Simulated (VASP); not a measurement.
# CsSrMg6 in VASP: a series of runs

The runs below take CsSrMg6 through single point, with PBE.

Everything below comes from runs of VASP 6.6.1. Logs are shortened: lines on timing, memory, paths and dates and some standing lists are left out, and cuts for length are marked.

**1. The cell of the first run**

Symmetry: Amm2, No. 38, orthorhombic system. The conventional cell has a = 5.223 Å, b = 7.234 Å, c = 14.121 Å, α = 90.00°, β = 90.00°, γ = 90.00°. Within 4.8 Å of Cs (site symmetry mm2) lie 2 Sr at 3.62 Å and 10 Mg at 3.70 to 4.03 Å. Sr (site symmetry mm2) has 10 Mg at 3.61 to 3.98 Å and 2 Cs at 3.62 Å within 4.7 Å. Within 4.2 Å of Mg (site symmetry mm2) lie 8 Mg at 3.22 to 3.62 Å and 2 Sr at 3.72 Å. Within 4.0 Å of Mg (site symmetry mm2) lie 8 Mg at 3.02 to 3.62 Å and 2 Cs at 3.70 Å. Mg (site symmetry m) has 6 Mg at 3.02 to 3.84 Å and 2 Sr at 3.61 Å and 2 Cs at 3.78 Å within 4.0 Å. Mg (site symmetry m) has 8 Mg at 3.10 to 3.71 Å and 2 Cs at 3.91 to 4.03 Å and 2 Sr at 3.96 to 3.98 Å within 4.1 Å.

**2. Single point, PBE**

Input file INCAR:

```
SYSTEM = CsSrMg6
PREC = Accurate ; ENCUT = 520
EDIFF = 1E-6 ; ISMEAR = -1
SIGMA = 0.05 ; LREAL = .FALSE.
LASPH = .TRUE. ; NELM = 100
ALGO = Fast ; ISIF = 2
LWAVE = .FALSE. ; LCHARG = .FALSE.
GGA = PE ; NBANDS = 26
```

Input file KPOINTS:

```
Automatic mesh
0
G
  5 4 4
  0 0 0
```

Input file POSCAR:

```
CsSrMg6
1.0
    5.2226850000      0.0000000000      0.0000000000
    0.0000000000      3.6172350000      7.0604120000
    0.0000000000     -3.6172350000      7.0604120000
Cs Sr Mg
1 1 6
Direct
    0.5000000000      0.1793490000      0.1793490000
    0.5000000000      0.6705050000      0.6705050000
    0.0000000000      0.8578050000      0.8578050000
    0.0000000000      0.3645110000      0.3645110000
    0.0000000000      0.3064430000      0.7755950000
    0.0000000000      0.7755950000      0.3064430000
    0.5000000000      0.1663060000      0.6794820000
    0.5000000000      0.6794820000      0.1663060000
```

Potentials or basis: VASP PAW PBE potentials, release 64 (Cs_sv, Sr_sv, Mg).

Command:

```sh
> cat potpaw_PBE.64/Cs_sv/POTCAR potpaw_PBE.64/Sr_sv/POTCAR potpaw_PBE.64/Mg/POTCAR > POTCAR
> mpirun -np 1 vasp_std > vasp.out
```

OUTCAR:

```text
SYSTEM = CsSrMg6
   PREC = Accurate
   ENCUT = 520
   EDIFF = 1E-6
   ISMEAR = -1
   LREAL = .FALSE.
   LASPH = .TRUE.
   NELM = 100
   ISIF = 2
   GGA = PE

 ion  position               nearest neighbor table
   1  0.500  0.179  0.179-   2 3.62   2 3.62
   2  0.500  0.671  0.671-   5 3.61   6 3.61   5 3.61   6 3.61   1 3.62   1 3.62   3 3.72   3 3.72
                             7 3.96   8 3.96   8 3.98   7 3.98
   3  0.000  0.858  0.858-   5 3.22   6 3.22   7 3.28   8 3.28   7 3.28   8 3.28   4 3.62   4 3.62
                             2 3.72   2 3.72
   4  0.000  0.365  0.365-   5 3.02   6 3.02   7 3.31   8 3.31   7 3.31   8 3.31   3 3.62   3 3.62

   5  0.000  0.306  0.776-   4 3.02   7 3.10   7 3.10   3 3.22   6 3.39   2 3.61   2 3.61
   6  0.000  0.776  0.306-   4 3.02   8 3.10   8 3.10   3 3.22   5 3.39   2 3.61   2 3.61
   7  0.500  0.166  0.679-   5 3.10   5 3.10   3 3.28   3 3.28   4 3.31   4 3.31   8 3.52   2 3.96
                             2 3.98
   8  0.500  0.679  0.166-   6 3.10   6 3.10   3 3.28   3 3.28   4 3.31   4 3.31   7 3.52   2 3.96
                             2 3.98

  LATTYP: Found a base centered orthorhombic cell.
 ALAT       =     7.2344700000
 B/A-ratio  =     1.9518809256
 C/A-ratio  =     0.7219167403

  Lattice vectors:

 A1 = (   0.0000000000,   3.6172350000,  -7.0604120000)
 A2 = (   0.0000000000,   3.6172350000,   7.0604120000)
 A3 = (   5.2226850000,   0.0000000000,   0.0000000000)

Analysis of symmetry for initial positions (statically):
=====================================================================
 Subroutine PRICEL returns:
 Original cell was already a primitive cell.

 Routine SETGRP: Setting up the symmetry group for a
 base centered orthorhombic supercell.

 Subroutine GETGRP returns: Found  4 space group operations
 (whereof  4 operations were pure point group operations)
 out of a pool of  8 trial point group operations.

The static configuration has the point symmetry C_2v.

Analysis of symmetry for dynamics (positions and initial velocities):
=====================================================================
 Subroutine PRICEL returns:
 Original cell was already a primitive cell.

 Routine SETGRP: Setting up the symmetry group for a
 base centered orthorhombic supercell.

 Subroutine GETGRP returns: Found  4 space group operations
 (whereof  4 operations were pure point group operations)
 out of a pool of  8 trial point group operations.

The dynamic configuration has the point symmetry C_2v.

 Subroutine INISYM returns: Found  4 space group operations
 (whereof  4 operations are pure point group operations),
 and found     1 'primitive' translations

----------------------------------------------------------------------------------------

                                     Primitive cell

  volume of cell :     266.7661

  direct lattice vectors                    reciprocal lattice vectors
     5.222685000  0.000000000  0.000000000     0.191472394  0.000000000  0.000000000
     0.000000000  3.617235000  7.060412000     0.000000000  0.138227127  0.070817397
     0.000000000 -3.617235000  7.060412000     0.000000000 -0.138227127  0.070817397

  length of vectors
     5.222685000  7.933083049  7.933083049     0.191472394  0.155312080  0.155312080

  position of ions in fractional coordinates (direct lattice)
     0.500000000  0.179349000  0.179349000
     0.500000000  0.670505000  0.670505000
     0.000000000  0.857805000  0.857805000
     0.000000000  0.364511000  0.364511000
     0.000000000  0.306443000  0.775595000
     0.000000000  0.775595000  0.306443000
     0.500000000  0.166306000  0.679482000
     0.500000000  0.679482000  0.166306000

  ion indices of the primitive-cell ions
   primitive index   ion index
                 1           1
                 2           2
                 3           3
                 4           4
                 5           5
                 6           6
                 7           7
                 8           8

----------------------------------------------------------------------------------------

 KPOINTS: Automatic mesh

Automatic generation of k-mesh.
 Grid dimensions read from file:
 generate k-points for:    5    4    4

 Generating k-lattice:

  Cartesian coordinates                     Fractional coordinates (reciprocal lattice)
     0.038294479  0.000000000  0.000000000     0.200000000  0.000000000  0.000000000
     0.000000000  0.034556782  0.017704349     0.000000000  0.250000000  0.000000000
     0.000000000 -0.034556782  0.017704349     0.000000000  0.000000000  0.250000000

  Length of vectors
     0.038294479  0.038828020  0.038828020

  Shift w.r.t. Gamma in fractional coordinates (k-lattice)
     0.000000000  0.000000000  0.000000000

 Subroutine IBZKPT returns following result:
 ===========================================

 Found     21 irreducible k-points:

 Following reciprocal coordinates:
            Coordinates               Weight
  0.000000  0.000000  0.000000      1.000000
  0.200000  0.000000  0.000000      2.000000
  0.400000  0.000000  0.000000      2.000000
  0.000000  0.250000 -0.000000      4.000000
  0.200000  0.250000 -0.000000      8.000000
  0.400000  0.250000 -0.000000      8.000000
[... 13 lines left out ...]
  0.200000  0.500000  0.500000      2.000000
  0.400000  0.500000  0.500000      2.000000
   k-points           NKPTS =     21   k-points in BZ     NKDIM =     21   number of bands    NBANDS=     26
   number of dos      NEDOS =    301   number of ions     NIONS =      8
   total plane-waves  NPLWV = 144000
   dimension x,y,z NGX =    40 NGY =   60 NGZ =   60
   dimension x,y,z NGXF=    80 NGYF=  120 NGZF=  120
   ions per type =               1   1   6
   NGX,Y,Z   is equivalent  to a cutoff of  12.73, 12.57, 12.57 a.u.
   NGXF,Y,Z  is equivalent  to a cutoff of  25.47, 25.15, 25.15 a.u.
 SYSTEM =  CsSrMg6
   PREC   = accura    normal or accurate (medium, high low for compatibility)
   ISTART =      0    job   : 0-new  1-cont  2-samecut
   ICHARG =      2    charge: 1-file 2-atom 10-const
   ISPIN  =      1    spin polarized calculation?
   LNONCOLLINEAR =      F non collinear calculations
   LSORBIT =      F    spin-orbit coupling
   LASPH  =      T    aspherical Exc in radial PAW
   ENCUT  =  520.0 eV  38.22 Ry    6.18 a.u.   9.71 14.75 14.75*2*pi/ulx,y,z
   NELM   =    100;   NELMIN=  2; NELMDL= -5     # of ELM steps
   EDIFF  = 0.1E-05   stopping-criterion for ELM
   LREAL  =      F    real-space projection
   EDIFFG = 0.1E-04   stopping-criterion for IOM
   NSW    =      0    number of steps for IOM
   IBRION =     -1    ionic relax: 0-MD 1-quasi-New 2-CG
   NFREE  =      0    steps in history (QN), initial steepest desc. (CG)
   ISIF   =      2    stress and relaxation
   ISYM   =      2    0-nonsym 1-usesym 2-fastsym
   POTIM  = 0.5000    time-step for ionic-motion
   TEBEG  =    0.0;   TEEND  =   0.0 temperature during run
   PSTRESS=    0.0 pullay stress
   NELECT =      31.0000    total number of electrons
   NUPDOWN=      -1.0000    fix difference up-down
   EMIN   =  10.00;   EMAX   =-10.00  energy-range for DOS
   EFERMI =   0.00;   METHOD = LEGACY
   ISMEAR =    -1;   SIGMA  =   0.05  broadening in eV -4-tet -1-fermi 0-gaus
   EFERMI_NEDOS =   21; number of points for ismear=-14 and -15
   IALGO  =     68    algorithm
   IMIX   =      4    mixing-type and parameters
     AMIX     =   0.40;   BMIX     =  1.00
     AMIX_MAG =   1.60;   BMIX_MAG =  1.00
  volume/ion in A,a.u.               =      33.35       225.03
  Fermi-wavevector in a.u.,A,eV,Ry     =   0.798887  1.509677  8.683510  0.638220
  Thomas-Fermi vector in A             =   1.905884
   LORBIT       =      0    0 simple, 1 ext, 2 COOP (PROOUT), +10 PAW based schemes
   GGA     = PE    functional components
   LHFCALC =     F    Hartree Fock is set to
   AEXX    =    0.0000 exact exchange contribution
   IVDW    =     0    specifies the selected vdW correction
   LEPSILON=     F    determine dielectric tensor
   LRPA    =     F    only Hartree local field effects (RPA)
 non-spin polarized calculation
 RMM-DIIS sequential band-by-band and
  energy-cutoff  :      520.00
  volume of cell :      266.77
 maximum number of plane-waves:      7208
 NGX is ok and might be reduce to    40
   NGX = 19   NGY = 29   NGZ = 29

 number of electron      31.0000000 magnetization

 Free energy of the ion-electron system (eV)
  ---------------------------------------------------
  ext. energy  EPLUGINS =         0.00000000
  ---------------------------------------------------
  free energy    TOTEN  =        -9.84157867 eV

  energy without entropy =       -9.80543621  energy(sigma->0) =       -9.82350744

 E-fermi :   1.9154     XC(G=0):  -7.8611

 val. band max:        1.8989117389   @ k =   0.4000   0.2500  -0.0000
 cond. band min:       1.9247856608   @ k =   0.0000  -0.2500   0.2500
 fundamental gap:      0.0258739220
 Fermi energy:         1.9154263369

 k-point     1 :       0.0000    0.0000    0.0000
  band No.  band energies     occupation
      1     -34.6172      2.00000
      2     -20.8568      2.00000
      3     -16.7676      2.00000
      4     -16.5640      2.00000
      5     -16.5449      2.00000
      6      -7.9553      2.00000
[... 18 lines left out ...]
     25       4.9618      0.00000
     26       5.2291      0.00000

 k-point     2 :       0.2000    0.0000    0.0000
  band No.  band energies     occupation
      1     -34.6171      2.00000
      2     -20.8551      2.00000
      3     -16.7672      2.00000
      4     -16.5686      2.00000
      5     -16.5444      2.00000
      6      -7.9483      2.00000
[... 18 lines left out ...]
     25       5.4037      0.00000
     26       5.5903      0.00000

 k-point     3 :       0.4000    0.0000    0.0000
  band No.  band energies     occupation
      1     -34.6170      2.00000
      2     -20.8524      2.00000
      3     -16.7665      2.00000
      4     -16.5759      2.00000
      5     -16.5436      2.00000
      6      -7.9369      2.00000
[... 18 lines left out ...]
     25       5.0431      0.00000
     26       5.7676      0.00000

 k-point     4 :       0.0000    0.2500   -0.0000
  band No.  band energies     occupation
      1     -34.6172      2.00000
      2     -20.8594      2.00000
      3     -16.7577      2.00000
      4     -16.5640      2.00000
      5     -16.5449      2.00000
      6      -8.0071      2.00000
[... 18 lines left out ...]
     25       4.6998      0.00000
     26       5.2043      0.00000

 k-point     5 :       0.2000    0.2500   -0.0000
  band No.  band energies     occupation
      1     -34.6171      2.00000
      2     -20.8577      2.00000
      3     -16.7573      2.00000
      4     -16.5685      2.00000
      5     -16.5444      2.00000
      6      -7.9993      2.00000
[... 18 lines left out ...]
     25       4.8984      0.00000
     26       5.1828      0.00000

 k-point     6 :       0.4000    0.2500   -0.0000
  band No.  band energies     occupation
      1     -34.6170      2.00000
      2     -20.8550      2.00000
      3     -16.7566      2.00000
      4     -16.5758      2.00000
      5     -16.5436      2.00000
      6      -7.9868      2.00000
[... 340 lines left out ...]
 k-point    18 :       0.4000   -0.2500    0.2500
  band No.  band energies     occupation
      1     -34.6170      2.00000
      2     -20.8575      2.00000
      3     -16.7467      2.00000
      4     -16.5758      2.00000
      5     -16.5436      2.00000
      6      -8.0355      2.00000
[... 18 lines left out ...]
     25       4.8149      0.00000
     26       5.1403      0.00000

 k-point    19 :       0.0000    0.5000    0.5000
  band No.  band energies     occupation
      1     -34.6172      2.00000
      2     -20.8568      2.00000
      3     -16.7677      2.00000
      4     -16.5640      2.00000
      5     -16.5451      2.00000
      6      -7.9577      2.00000
[... 18 lines left out ...]
     25       4.8941      0.00000
     26       5.0079      0.00000

 k-point    20 :       0.2000    0.5000    0.5000
  band No.  band energies     occupation
      1     -34.6171      2.00000
      2     -20.8551      2.00000
      3     -16.7672      2.00000
      4     -16.5686      2.00000
      5     -16.5446      2.00000
      6      -7.9505      2.00000
[... 18 lines left out ...]
     25       4.8250      0.00000
     26       5.0090      0.00000

 k-point    21 :       0.4000    0.5000    0.5000
  band No.  band energies     occupation
      1     -34.6170      2.00000
      2     -20.8524      2.00000
      3     -16.7665      2.00000
      4     -16.5759      2.00000
      5     -16.5438      2.00000
      6      -7.9387      2.00000
[... 18 lines left out ...]
     25       5.0821      0.00000
     26       5.5069      0.00000

------------------------ aborting loop because EDIFF is reached ----------------------------------------

  FORCE on cell =-STRESS in cart. coord.  units (eV):
  Direction    XX          YY          ZZ          XY          YZ          ZX
  --------------------------------------------------------------------------------------
  -------------------------------------------------------------------------------------
  Total       -0.5045230     -0.2279032      0.4587760      0.0000000      0.0000000      0.0000000
  in kB       -3.0301281     -1.3687699      2.7553745      0.0000000      0.0000000      0.0000000
  external PRESSURE =      -0.5478412 kB  Pullay stress =       0.0000000 kB

 VOLUME and BASIS-vectors are now :
 -----------------------------------------------------------------------------
  energy-cutoff  :      520.00
  volume of cell :      266.77
      direct lattice vectors                 reciprocal lattice vectors
     5.222685000  0.000000000  0.000000000     0.191472394  0.000000000  0.000000000
     0.000000000  3.617235000  7.060412000     0.000000000  0.138227127  0.070817397
     0.000000000 -3.617235000  7.060412000     0.000000000 -0.138227127  0.070817397

 POSITION                                       TOTAL-FORCE (eV/Angst)
 -----------------------------------------------------------------------------------
      2.61134      0.00000      2.53256         0.000000      0.000000      0.025308
      2.61134      0.00000      9.46808         0.000000      0.000000      0.029667
      0.00000      0.00000     12.11291         0.000000      0.000000      0.018023
      0.00000      0.00000      5.14720         0.000000      0.000000      0.020102
      0.00000     -1.69703      7.63963         0.000000     -0.030585     -0.028412
      0.00000      1.69703      7.63963         0.000000      0.030585     -0.028412
      2.61134     -1.85628      5.97161         0.000000     -0.014440     -0.018138
      2.61134      1.85628      5.97161         0.000000      0.014440     -0.018138
 -----------------------------------------------------------------------------------
    total drift:                                0.000000      0.000000     -0.002108

  FREE ENERGIE OF THE ION-ELECTRON SYSTEM (eV)
  ---------------------------------------------------
  free  energy   TOTEN  =        -9.8415786678 eV

  energy  without entropy=       -9.8054362066  energy(sigma->0) =       -9.82350744
```

Wall time 4 min (1 thread of Oxide Virtual Turin-like, shared host); peak memory 0.42 GiB.

Results:

```yaml
Free_energy: -9.8416 eV
Pressure: -0.1 GPa
Largest_force: 0.042 eV/Å
```

Forces on the atoms (eV/Å):
```
Cs   0.000  0.000  0.025
Sr   0.000  0.000  0.030
Mg   0.000  0.000  0.018
Mg   0.000  0.000  0.020
Mg   0.000 -0.031 -0.028
Mg   0.000  0.031 -0.028
Mg   0.000 -0.014 -0.018
Mg   0.000  0.014 -0.018
```

Stress tensor (GPa, compression positive):
```
-0.30  0.00  0.00
 0.00 -0.14  0.00
 0.00  0.00  0.28
```

Caveat: spin-orbit coupling is left out, which moves the levels of the heavy elements.

[end of part 1 of 2]
